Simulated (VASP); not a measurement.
**Al3Cu2: single point with r2SCAN**

Al3Cu2:

```xyz
5
Lattice="4.1427 0.0000 0.0000 -2.0713 3.5876 0.0000 0.0000 0.0000 5.0403" Properties=species:S:1:pos:R:3 pbc="T T T"
Al    0.0000    0.0000    0.0000
Al    0.0000    2.3918    1.7701
Al    2.0713    1.1959    3.2702
Cu    0.0000    2.3918    4.2347
Cu    2.0713    1.1959    0.8056
```

```json
{
 "Program": "VASP 6.6.1",
 "Task": "single point",
 "Functional": "r2SCAN",
 "Potentials or basis": "VASP PAW PBE potentials, release 64 (Al, Cu)",
 "Cutoff": "520 eV",
 "k mesh": "12 × 12 × 8",
 "Occupations": "gaussian, width 0.1 eV",
 "Spin": "no spin polarisation"
}
```

```json
{
 "Pressure": "-3.4 GPa",
 "Largest force": "0.069 eV/Å",
 "Valence electrons inside the program's atomic spheres": "Al 0.78, 0.77; Cu 10.16"
}
```

Forces on the atoms (eV/Å):
```
Al   0.000  0.000  0.000
Al   0.000  0.000 -0.069
Al   0.000  0.000  0.069
Cu   0.000  0.000  0.013
Cu   0.000  0.000 -0.013
```

Stress tensor (GPa, compression positive):
```
-3.31  0.00  0.00
 0.00 -3.31  0.00
 0.00  0.00 -3.49
```

Levels at points of the mesh, in eV from the Fermi level:
| k point | band 11 | band 12 | band 13 | band 14 | band 15 | band 16 | band 17 | band 18 | band 19 | band 20 |
| --- | --- | --- | --- | --- | --- | --- | --- | --- | --- | --- |
| (0.00, 0.00, 0.00) | -4.19 | -3.71 | -3.70 | -0.22 | -0.22 | 1.35 | 1.35 | 2.70 | 3.23 | 5.58 |
| (0.50, 0.00, 0.00) | -4.32 | -4.15 | -3.18 | -3.10 | -2.67 | -0.78 | -0.05 | 0.53 | 3.11 | 3.92 |
| (0.00, 0.00, 0.50) | -4.24 | -4.24 | 1.20 | 1.20 | 1.38 | 1.38 | 1.87 | 2.43 | 2.43 | 2.50 |
| (0.50, 0.00, 0.50) | -4.34 | -4.25 | -4.18 | -3.59 | -1.84 | -0.21 | 0.86 | 1.02 | 5.40 | 5.66 |

It took 5.5 min on 1 thread of Intel(R) Xeon(R) 6975P-C (Granite Rapids), with other jobs on the host, peak memory 0.34 GiB.

Caveat: the PAW data sets were made with another functional, which shifts forces and pressure a little.
